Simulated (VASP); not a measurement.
Here is a VASP 6.6.1 calculation.

The input INCAR:

```
SYSTEM = Sc
  ALGO = Fast
  EDIFF = 1E-6
  ENCUT = 520
  GGA = PS
  ISIF = 2
  ISMEAR = 0
  LASPH = .True.
  LCHARG = .True.
  LELF = .True.
  LREAL = .False.
  LVHAR = .True.
  LWAVE = .False.
  NBANDS = 18
  NELM = 100
  PREC = Accurate
  SIGMA = 0.15
```

Contents of KPOINTS:

```
k-points
0
Gamma
  18 18 10
  0 0 0
```

File POSCAR:

```
Sc
1.0
    3.1136980336      0.0000000000      0.0000000000
   -1.5568490168      2.6965415968      0.0000000000
    0.0000000000      0.0000000000      5.9488533602
Sc
2
Direct
    0.3333333333      0.6666666667      0.2500000000
    0.6666666667      0.3333333333      0.7500000000
```

Potentials or basis: VASP PAW PBE potentials, release 64 (Sc_sv).

The run is started by

```bash
$ cat potpaw_PBE.64/Sc_sv/POTCAR > POTCAR
$ mpirun -np 1 vasp_std > vasp.out
```

Problem. Estimate the pressure.

Solution. -2.0 GPa.

Problem. Predict the band gap on the k mesh.

Solution. Zero (bands 11 and 12 overlap by 0.57 eV).

Stress tensor (GPa, compression positive):
```
  2.54   0.00   0.00
  0.00   2.54   0.00
  0.00   0.00 -10.96
```

Caveat: the stress differs along the axes, from -11 to 3 GPa; the PAW data sets were made with another functional, which shifts forces and pressure a little.
